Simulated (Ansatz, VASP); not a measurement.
One calculation of Si, two programs

The input INCAR:

```
SYSTEM = Si
PREC = Accurate
ENCUT = 520
EDIFF = 1E-7
ISMEAR = 0
SIGMA = 0.03
LREAL = .False.
LASPH = .True.
NELM = 60
ALGO = Normal
ISIF = 2
LWAVE = .False.
LCHARG = .False.
GGA = PS
NBANDS = 16
```

Contents of KPOINTS:

```
regular mesh
0
Gamma
  12 12 12
  0 0 0
```

POSCAR

```
Si
1.0
   -3.1336103293      3.1336103293      2.0415471296
    3.1336103293     -3.1336103293      2.0415471296
    3.1336103293      3.1336103293     -2.0415471296
Si
4
Direct
    0.1787304307      0.1787304307      0.3574608614
    0.8212695693      0.8212695693      0.6425391386
    0.1787304307      0.8212695693      0.0000000000
    0.8212695693      0.1787304307      0.0000000000
```

Input for Ansatz:

```yaml
crystal:
  lattice:
    - [-3.1336103293, 3.1336103293, 2.0415471296]
    - [3.1336103293, -3.1336103293, 2.0415471296]
    - [3.1336103293, 3.1336103293, -2.0415471296]
  atoms:
    - { symbol: Si, position: [0.1787304307, 0.1787304307, 0.3574608614] }
    - { symbol: Si, position: [0.8212695693, 0.8212695693, 0.6425391386] }
    - { symbol: Si, position: [0.1787304307, 0.8212695693, 0.0] }
    - { symbol: Si, position: [0.8212695693, 0.1787304307, 0.0] }
basis:
  ecutwfc: 420
kpoints:
  mp_grid: { grid: [12, 12, 12] }
hamiltonian:
  xc: pbesol
  pseudopotentials: { kind: paw, azcp: { folder: soft_1 } }
scf:
  occupations: { method: gaussian, width: 0.03 }
output:
  forces: true
  stress: true
  eigenvalues: true
```

Alike in both runs: task single point; functional PBEsol; k mesh 12 × 12 × 12; occupations gaussian, width 0.03 eV; no spin polarisation.

```csv
,VASP,Ansatz
version,VASP 6.6.1,Ansatz 0.2.0
potentials or method,"VASP PAW PBE potentials, release 64 (Si), cutoff 520 eV","scalar-relativistic, plane waves, PAW"
valence electrons in the cell,16,16
```

```csv
,VASP,Ansatz,Ansatz less VASP
gap on the k mesh at the Fermi level (eV),none,none,-
pressure (GPa),6.3,6.2,-0.12
"traceless stress, the component that is largest in VASP (GPa)",-14.83,-14.79,+0.042
rms of the force components (eV/Å),1.156,1.150,-0.0065
```

VASP's potentials were made for PBE, not for PBEsol, and Ansatz warns of the same on its side. Atom by atom the forces differ by 0.007 eV/Å (rms over components). A gap of «none» marks a metal or a gap that the smearing closes. With one functional, cell and mesh, what is left measures potentials, basis and numerics.
